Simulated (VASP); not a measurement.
# Nb (Fm-3m) in VASP: single point with r2SCAN

Aim: the single point of Nb with r2SCAN.

Everything below comes from runs of VASP 6.6.1. Logs are shortened: lines on timing, memory, paths and dates and some standing lists are left out, and cuts for length are marked.

**1. The cell of the first run**

Symmetry: Fm-3m, No. 225, cubic system. The conventional cell has a = 4.212 Å, b = 4.212 Å, c = 4.212 Å, α = 90.00°, β = 90.00°, γ = 90.00°. Within 3.9 Å of Nb (site symmetry m-3m) lie 12 Nb at 2.98 Å.

**2. Single point, r2SCAN**

POSCAR

```
Nb
1.0
    0.0000000000      2.1057780410      2.1057780410
    2.1057780410      0.0000000000      2.1057780410
    2.1057780410      2.1057780410      0.0000000000
Nb
1
Direct
    0.0000000000      0.0000000000      0.0000000000
```

INCAR.step1

```
  PREC = Accurate
  ENCUT = 520
  ISMEAR = 1
  SIGMA = 0.05
  LREAL = False
  LASPH = True
  NELM = 100
  NBANDS = 12
  GGA = PE
  ALGO = Normal
  EDIFF = 1E-4
  LWAVE = True
  LCHARG = False
```

INCAR.step2

```
  PREC = Accurate
  ENCUT = 520
  EDIFF = 1E-6
  ISMEAR = 1
  SIGMA = 0.05
  LREAL = False
  LASPH = True
  NELM = 100
  ALGO = Normal
  ISIF = 2
  LWAVE = False
  LCHARG = True
  METAGGA = R2SCAN
  LMIXTAU = True
  LELF = True
  LVHAR = True
  NBANDS = 12
  ISTART = 1
```

KPOINTS

```
regular mesh
0
Gamma
  19 19 19
```

Potentials or basis: VASP PAW PBE potentials, release 64 (Nb_sv).

Run with:

```
cat potpaw_PBE.64/Nb_sv/POTCAR > POTCAR
cp INCAR.step1 INCAR
mpirun -np 1 vasp_std > vasp.out
cp INCAR.step2 INCAR
mpirun -np 1 vasp_std > vasp.out
```

OUTCAR:

```text
PREC = Accurate
   ENCUT = 520
   EDIFF = 1E-6
   ISMEAR = 1
   LREAL = False
   LASPH = True
   NELM = 100
   ISIF = 2
   METAGGA = R2SCAN
   ISTART = 1

 ion  position               nearest neighbor table
   1  0.000  0.000  0.000-

  LATTYP: Found a face centered cubic cell.
 ALAT       =     4.2115560820

  Lattice vectors:

 A1 = (   0.0000000000,   2.1057780410,   2.1057780410)
 A2 = (   2.1057780410,   0.0000000000,   2.1057780410)
 A3 = (   2.1057780410,   2.1057780410,   0.0000000000)

Analysis of symmetry for initial positions (statically):
=====================================================================
 Subroutine PRICEL returns:
 Original cell was already a primitive cell.

 Routine SETGRP: Setting up the symmetry group for a
 face centered cubic supercell.

 Subroutine GETGRP returns: Found 48 space group operations
 (whereof 48 operations were pure point group operations)
 out of a pool of 48 trial point group operations.

The static configuration has the point symmetry O_h .

Analysis of symmetry for dynamics (positions and initial velocities):
=====================================================================
 Subroutine PRICEL returns:
 Original cell was already a primitive cell.

 Routine SETGRP: Setting up the symmetry group for a
 face centered cubic supercell.

 Subroutine GETGRP returns: Found 48 space group operations
 (whereof 48 operations were pure point group operations)
 out of a pool of 48 trial point group operations.

The dynamic configuration has the point symmetry O_h .

 Subroutine INISYM returns: Found 48 space group operations
 (whereof 48 operations are pure point group operations),
 and found     1 'primitive' translations

----------------------------------------------------------------------------------------

                                     Primitive cell

  volume of cell :      18.6753

  direct lattice vectors                    reciprocal lattice vectors
     0.000000000  2.105778041  2.105778041    -0.237441929  0.237441929  0.237441929
     2.105778041  0.000000000  2.105778041     0.237441929 -0.237441929  0.237441929
     2.105778041  2.105778041  0.000000000     0.237441929  0.237441929 -0.237441929

  length of vectors
     2.978019865  2.978019865  2.978019865     0.411261485  0.411261485  0.411261485

  position of ions in fractional coordinates (direct lattice)
     0.000000000  0.000000000  0.000000000

  ion indices of the primitive-cell ions
   primitive index   ion index
                 1           1
[... 75 lines left out ...]
   NSW    =      0    number of steps for IOM
   IBRION =     -1    ionic relax: 0-MD 1-quasi-New 2-CG
   NFREE  =      0    steps in history (QN), initial steepest desc. (CG)
   ISIF   =      2    stress and relaxation
   ISYM   =      2    0-nonsym 1-usesym 2-fastsym
   POTIM  = 0.5000    time-step for ionic-motion
   TEBEG  =    0.0;   TEEND  =   0.0 temperature during run
   PSTRESS=    0.0 pullay stress
   NELECT =      13.0000    total number of electrons
   NUPDOWN=      -1.0000    fix difference up-down
   EMIN   =  10.00;   EMAX   =-10.00  energy-range for DOS
   EFERMI =   0.00;   METHOD = LEGACY
   ISMEAR =     1;   SIGMA  =   0.05  broadening in eV -4-tet -1-fermi 0-gaus
   EFERMI_NEDOS =   21; number of points for ismear=-14 and -15
   IALGO  =     38    algorithm
   IMIX   =      4    mixing-type and parameters
     AMIX     =   0.40;   BMIX     =  1.00
     AMIX_MAG =   1.60;   BMIX_MAG =  1.00
  volume/ion in A,a.u.               =      18.68       126.03
  Fermi-wavevector in a.u.,A,eV,Ry     =   1.450886  2.741777 28.641228  2.105071
  Thomas-Fermi vector in A             =   2.568447
   LORBIT       =      0    0 simple, 1 ext, 2 COOP (PROOUT), +10 PAW based schemes
   METAGGA = R2SCAN    functional components
   LHFCALC =     F    Hartree Fock is set to
   AEXX    =    0.0000 exact exchange contribution
   IVDW    =     0    specifies the selected vdW correction
   LEPSILON=     F    determine dielectric tensor
   LRPA    =     F    only Hartree local field effects (RPA)
 non-spin polarized calculation
 Methfessel and Paxton  Order N= 1 SIGMA  =   0.05
  energy-cutoff  :      520.00
  volume of cell :       18.68
 maximum number of plane-waves:       531
 NGX is ok and might be reduce to    24
   NGX = 11   NGY = 11   NGZ = 11

 number of electron      13.0000001 magnetization

 Free energy of the ion-electron system (eV)
  ---------------------------------------------------
  ext. energy  EPLUGINS =         0.00000000
  ---------------------------------------------------
  free energy    TOTEN  =       -24.51195645 eV

  energy without entropy =      -24.51204018  energy(sigma->0) =      -24.51198436

 E-fermi :  11.0252     XC(G=0): -13.4098

 val. band max:       11.0249906511   @ k =  -0.4737   0.2632   0.0000
 cond. band min:      11.0326557334   @ k =  -0.4211   0.3158   0.0526
 fundamental gap:      0.0076650823
 Fermi energy:        11.0252128665

 k-point     1 :       0.0000    0.0000    0.0000
  band No.  band energies     occupation
      1     -45.5927      2.00000
      2     -20.2165      2.00000
      3     -20.2165      2.00000
      4     -20.2165      2.00000
      5       4.4153      2.00000
      6      11.1669     -0.00046
      7      11.1669     -0.00046
      8      11.1669     -0.00046
      9      14.0081      0.00000
     10      14.0081      0.00000
     11      23.2770      0.00000
     12      28.5387      0.00000
[... 331 lines left out ...]
 k-point    24 :      -0.2632    0.0526    0.0000
  band No.  band energies     occupation
      1     -45.4614      2.00000
      2     -21.0037      2.00000
      3     -20.3562      2.00000
      4     -20.3024      2.00000
      5       6.6828      2.00000
      6      10.2358      2.00000
      7      11.4536     -0.00000
      8      11.5881     -0.00000
      9      13.8722      0.00000
     10      14.7485      0.00000
     11      23.6268      0.00000
     12      26.8682      0.00000

 [... further k-points ...]
[... 5 lines left out ...]
  --------------------------------------------------------------------------------------
  -------------------------------------------------------------------------------------
  Total       -0.0165505     -0.0165505     -0.0165505     -0.0000000      0.0000000      0.0000000
  in kB       -1.4198871     -1.4198871     -1.4198871     -0.0000000      0.0000000      0.0000000
  external PRESSURE =      -1.4198871 kB  Pullay stress =       0.0000000 kB

 VOLUME and BASIS-vectors are now :
 -----------------------------------------------------------------------------
  energy-cutoff  :      520.00
  volume of cell :       18.68
      direct lattice vectors                 reciprocal lattice vectors
     0.000000000  2.105778041  2.105778041    -0.237441929  0.237441929  0.237441929
     2.105778041  0.000000000  2.105778041     0.237441929 -0.237441929  0.237441929
     2.105778041  2.105778041  0.000000000     0.237441929  0.237441929 -0.237441929

 POSITION                                       TOTAL-FORCE (eV/Angst)
 -----------------------------------------------------------------------------------
      0.00000      0.00000      0.00000        -0.000000      0.000000     -0.000000
 -----------------------------------------------------------------------------------
    total drift:                                0.000000     -0.000000     -0.000000

  FREE ENERGIE OF THE ION-ELECTRON SYSTEM (eV)
  ---------------------------------------------------
  free  energy   TOTEN  =       -24.5119564532 eV

  energy  without entropy=      -24.5120401761  energy(sigma->0) =      -24.51198436
```

It took 68 s on 1 thread of Intel Xeon Platinum 8488C (Sapphire Rapids), shared host; peak memory 0.18 GiB.

What came out:

* Free energy: -24.5120 eV
* Pressure: -0.1 GPa

Caveat: the PAW data sets were made with another functional, which shifts forces and pressure a little.
